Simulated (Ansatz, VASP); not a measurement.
## One calculation of Pt, two programs

INCAR

```
SYSTEM = Pt
ALGO = Fast
EDIFF = 1E-6
ENCUT = 520
GGA = CA
ISIF = 2
ISMEAR = 0
LASPH = .True.
LCHARG = .True.
LELF = .True.
LREAL = Auto
LVHAR = .True.
LWAVE = .False.
NBANDS = 154
NELM = 100
PREC = Accurate
SIGMA = 0.1
```

Contents of KPOINTS:

```
k-points
0
Gamma
  4 4 4
  0 0 0
```

POSCAR

```
Pt
1.0
   -5.8406277358      0.0000000000      5.8406277358
   -5.8406277358     -5.8406277358      0.0000000000
    0.0000000000     -5.8406277358      5.8406277358
Pt
27
Direct
    0.0000000000      0.6666666667      0.0000000000
    0.0000000000      0.3333333333      0.0000000000
    0.0000000000      0.0000000000      0.0000000000
    0.0000000000      0.6666666667      0.3333333333
    0.0000000000      0.3333333333      0.3333333333
    0.0000000000      0.0000000000      0.3333333333
    0.0000000000      0.6666666667      0.6666666667
    0.0000000000      0.3333333333      0.6666666667
    0.0000000000      0.0000000000      0.6666666667
    0.3333333333      0.6666666667      0.0000000000
    0.3333333333      0.3333333333      0.0000000000
    0.3333333333      0.0000000000      0.0000000000
    0.3333333333      0.6666666667      0.3333333333
    0.3333333333      0.3333333333      0.3333333333
    0.3333333333      0.0000000000      0.3333333333
    0.3333333333      0.6666666667      0.6666666667
    0.3333333333      0.3333333333      0.6666666667
    0.3333333333      1.0000000000      0.6666666667
    0.6666666667      0.6666666667      0.0000000000
    0.6666666667      0.3333333333      0.0000000000
    0.6666666667      0.0000000000      0.0000000000
    0.6666666667      0.6666666667      0.3333333333
    0.6666666667      0.3333333333      0.3333333333
    0.6666666667      1.0000000000      0.3333333333
    0.6666666667      0.6666666667      0.6666666667
    0.6666666667      0.3333333333      0.6666666667
    0.6666666667      0.0000000000      0.6666666667
```

Input for Ansatz:

```yaml
crystal:
  lattice:
    - [-5.8406277358, 0.0, 5.8406277358]
    - [-5.8406277358, -5.8406277358, 0.0]
    - [0.0, -5.8406277358, 5.8406277358]
  atoms:
    - { symbol: Pt, position: [0.0, 0.6666666667, 0.0] }
    - { symbol: Pt, position: [0.0, 0.3333333333, 0.0] }
    - { symbol: Pt, position: [0.0, 0.0, 0.0] }
    - { symbol: Pt, position: [0.0, 0.6666666667, 0.3333333333] }
    - { symbol: Pt, position: [0.0, 0.3333333333, 0.3333333333] }
    - { symbol: Pt, position: [0.0, 0.0, 0.3333333333] }
    - { symbol: Pt, position: [0.0, 0.6666666667, 0.6666666667] }
    - { symbol: Pt, position: [0.0, 0.3333333333, 0.6666666667] }
    - { symbol: Pt, position: [0.0, 0.0, 0.6666666667] }
    - { symbol: Pt, position: [0.3333333333, 0.6666666667, 0.0] }
    - { symbol: Pt, position: [0.3333333333, 0.3333333333, 0.0] }
    - { symbol: Pt, position: [0.3333333333, 0.0, 0.0] }
    - { symbol: Pt, position: [0.3333333333, 0.6666666667, 0.3333333333] }
    - { symbol: Pt, position: [0.3333333333, 0.3333333333, 0.3333333333] }
    - { symbol: Pt, position: [0.3333333333, 0.0, 0.3333333333] }
    - { symbol: Pt, position: [0.3333333333, 0.6666666667, 0.6666666667] }
    - { symbol: Pt, position: [0.3333333333, 0.3333333333, 0.6666666667] }
    - { symbol: Pt, position: [0.3333333333, 1.0, 0.6666666667] }
    - { symbol: Pt, position: [0.6666666667, 0.6666666667, 0.0] }
    - { symbol: Pt, position: [0.6666666667, 0.3333333333, 0.0] }
    - { symbol: Pt, position: [0.6666666667, 0.0, 0.0] }
    - { symbol: Pt, position: [0.6666666667, 0.6666666667, 0.3333333333] }
    - { symbol: Pt, position: [0.6666666667, 0.3333333333, 0.3333333333] }
    - { symbol: Pt, position: [0.6666666667, 1.0, 0.3333333333] }
    - { symbol: Pt, position: [0.6666666667, 0.6666666667, 0.6666666667] }
    - { symbol: Pt, position: [0.6666666667, 0.3333333333, 0.6666666667] }
    - { symbol: Pt, position: [0.6666666667, 0.0, 0.6666666667] }
basis:
  ecutwfc: 420
  xc_grid: 2
kpoints:
  mp_grid: { grid: [4, 4, 4], shift: [0.0, 0.0, 0.0] }
hamiltonian:
  xc: lda
scf:
  occupations: { method: gaussian, width: 0.1 }
output:
  forces: true
  stress: true
  eigenvalues: true
```

Alike in both runs: task single point; functional LDA; k mesh 4 × 4 × 4; occupations gaussian, width 0.1 eV; no spin polarisation.

|  | VASP | Ansatz |
| --- | --- | --- |
| version | VASP 6.6.1 | Ansatz 0.2.0 |
| potentials or method | VASP PAW LDA potentials, release 64 (Pt), cutoff 520 eV | scalar-relativistic, plane waves, PAW |
| valence electrons in the cell | 270 | 486 |

```tsv
	VASP	Ansatz	Ansatz less VASP
gap on the k mesh at the Fermi level (eV)	none	none	-
pressure (GPa)	0.9	0.2	-0.71
```

LDA's correlation is that of Perdew and Zunger in VASP and of Perdew and Wang (1992) in Ansatz. A gap of «none» marks a metal or a gap that the smearing closes. VASP's potentials hold 270 valence electrons a cell and Ansatz's 486, so a difference there can come from the potentials and not from the codes.

Spin-orbit coupling is off throughout.
